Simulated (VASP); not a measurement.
ZrB2:

```
CELL_PARAMETERS angstrom
3.17000 0.00000 0.00000
-1.58500 2.74530 0.00000
0.00000 0.00000 3.53300
ATOMIC_POSITIONS crystal
Zr 0.00000 0.00000 0.00000
B 0.33333 0.66667 0.50000
B 0.66667 0.33333 0.50000
```

Base run:

```yaml
Program: VASP 6.6.1
Functional: r2SCAN
Potentials_or_basis: VASP PAW PBE potentials, release 64 (Zr_sv, B)
Cutoff: 520 eV
k_mesh: 17 × 17 × 13
Occupations: fermi-dirac, width 0.05 eV
Spin: no spin polarisation
```

Its results: band gap on the k mesh zero (band 9 reaches 11.39 eV, above the bottom of band 10 at 10.05 eV); pressure 0.8 GPa.

**Question.** After a change of settings the same cell gave: band gap on the k mesh zero (band 9 reaches 11.09 eV, above the bottom of band 10 at 9.89 eV); pressure -8.4 GPa. Which change was it?
A. functional from r2SCAN to LDA; potentials or basis from VASP PAW PBE potentials, release 64 (Zr_sv, B) to VASP PAW LDA potentials, release 64 (Zr_sv, B)
B. functional from r2SCAN to PBE; k mesh from 17 × 17 × 13 to 16 × 16 × 12
C. functional from r2SCAN to PBE; further incar settings from ALGO = Normal; EDIFF = 1e-08; NBANDS = 16 to ALGO = Normal; EDIFF = 1e-06; NBANDS = 16

**Answer.** A.

Caveats: the PAW data sets were made with another functional, which shifts forces and pressure a little (some runs).
